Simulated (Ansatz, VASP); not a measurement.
## One calculation of PbS, two programs

Contents of POSCAR:

```
PbS
1.0
    0.0000000000      2.9274880227      2.9274880227
    2.9274880227      0.0000000000      2.9274880227
    2.9274880227      2.9274880227      0.0000000000
Pb S
1 1
Direct
    0.0000000000      0.0000000000      0.0000000000
    0.5000000000      0.5000000000      0.5000000000
```

Contents of INCAR.step1:

```
SYSTEM = PbS
PREC = Accurate
ENCUT = 520
ISMEAR = 0
SIGMA = 0.01
LREAL = .False.
LASPH = .True.
NELM = 80
NBANDS = 17
GGA = PE
ALGO = Normal
EDIFF = 1E-4
LWAVE = .True.
LCHARG = .False.
```

The input INCAR.step2:

```
SYSTEM = PbS
PREC = Accurate
ENCUT = 520
EDIFF = 1E-6
ISMEAR = 0
SIGMA = 0.01
LREAL = .False.
LASPH = .True.
NELM = 80
ALGO = Normal
ISIF = 2
LWAVE = .False.
LCHARG = .False.
METAGGA = R2SCAN
LMIXTAU = .True.
NBANDS = 17
ISTART = 1
```

The input KPOINTS:

```
regular mesh
0
Gamma
  8 8 8
  0 0 0
```

Input for Ansatz:

```yaml
crystal:
  lattice:
    - [0.0, 2.9274880227, 2.9274880227]
    - [2.9274880227, 0.0, 2.9274880227]
    - [2.9274880227, 2.9274880227, 0.0]
  atoms:
    - { symbol: Pb, position: [0.0, 0.0, 0.0] }
    - { symbol: S, position: [0.5, 0.5, 0.5] }
kpoints:
  mp_grid: { grid: [8, 8, 8] }
  band_path:
    path:
      - [0.0, 0.0, 0.0]
      - [0.5, 0.0, 0.5]
      - [0.625, 0.25, 0.625]
      - [0.375, 0.375, 0.75]
      - [0.5, 0.5, 0.5]
      - [0.5, 0.25, 0.75]
      - [0.0, 0.0, 0.5]
    npoints: 1
hamiltonian:
  xc: r2scan
scf:
  occupations: { method: fixed }
  n_extra_bands: 4
output:
  forces: true
  stress: true
  eigenvalues: true
```

Change from the starting cell: hydrostatic strain -2.0%.

Alike in both runs: task single point; functional r2SCAN; k mesh 8 × 8 × 8; no spin polarisation.

```csv
,VASP,Ansatz
version,VASP 6.6.1,Ansatz 0.2.0
potentials or method,"VASP PAW PBE potentials, release 64 (Pb_d, S)","plane waves, PAW"
plane-wave cutoff (eV),520,500
occupations,"gaussian, width 0.01 eV",fixed
valence electrons in the cell,20,20
```

Ansatz gave:

- gap on the k mesh at the Fermi level (eV): 0.45
- pressure (GPa): 4.0

Question: Which values does VASP return?

Answer: gap on the k mesh at the Fermi level (eV): 0.46; pressure (GPa): 4.0.

VASP's potentials were made for PBE, not for r2SCAN.

Spin-orbit coupling is off throughout.
